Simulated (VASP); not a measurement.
# La: single point with revPBE

Crystal: La.

```
La
1.0
     6.02163    0.00000    0.00000
    -3.01082    5.21489    0.00000
     0.00000    0.00000    3.69020
La
3
Cartesian
  6.0216 0.0000 0.0000
  0.0000 3.4766 1.8451
  3.0108 1.7383 1.8451
```

This isn't the form of La at room conditions, which is double hcp.

- Program: VASP 6.6.1
- Task: single point
- Functional: revPBE
- Potentials or basis: VASP PAW PBE potentials, release 64 (La)
- Cutoff: 520 eV
- k mesh: 8 × 8 × 11
- Occupations: fermi-dirac, width 0.1 eV
- Spin: no spin polarisation

| Property | Result |
| --- | --- |
| Pressure | 0.0 GPa |
| Band gap on the k mesh | zero (an odd number of electrons rules out a gap without spin polarisation) |

Levels at points of the mesh, in eV from the Fermi level:
```tsv
k point	band 15	band 16	band 17	band 18	band 19	band 20
(0.00, 0.00, 0.00)	0.39	0.52	0.52	0.53	0.53	1.03
(0.50, 0.00, 0.00)	-1.30	-0.06	0.00	0.15	0.43	1.25
```

It took 5.1 min on 1 thread of Intel Xeon 8259CL (shared host), peak memory 0.34 GiB.

Caveat: the PAW data sets were made with another functional, which shifts forces and pressure a little; spin-orbit coupling is left out, which moves the levels of the heavy elements.
